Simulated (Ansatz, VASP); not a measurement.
MoS2 in VASP and in Ansatz

```xyz
9
Lattice="-1.5602 -2.7024 0.0000 1.5602 -2.7024 0.0000 0.0000 0.0000 18.2581" Properties=species:S:1:pos:R:3 pbc="T T T"
Mo    0.0000   -1.8016    6.0860
Mo    0.0000   -3.6031   12.1721
Mo    1.5602   -2.7024    0.0000
S     0.0000   -5.4047   13.7731
S     0.0000   -1.8016    1.6011
S     0.0000   -3.6031    7.6871
S     0.0000   -5.4047    4.4850
S     0.0000   -1.8016   10.5710
S     0.0000   -3.6031   16.6570
```

Alike in both runs: task single point; functional PBEsol; k mesh 17 × 17 × 3; occupations gaussian, width 0.15 eV; no spin polarisation.

```csv
,VASP,Ansatz
version,VASP 6.6.1,Ansatz 0.2.0
potentials or method,"VASP PAW PBE potentials, release 64 (Mo_sv, S), cutoff 520 eV","scalar-relativistic, plane waves, PAW"
valence electrons in the cell,78,78
```

|  | VASP | Ansatz | Ansatz less VASP |
| --- | --- | --- | --- |
| gap on the k mesh at the Fermi level (eV) | none | none | - |
| pressure (GPa) | 0.0 | 0.0 | -0.02 |

VASP's potentials were made for PBE, not for PBEsol. A gap of «none» marks a metal or a gap that the smearing closes.
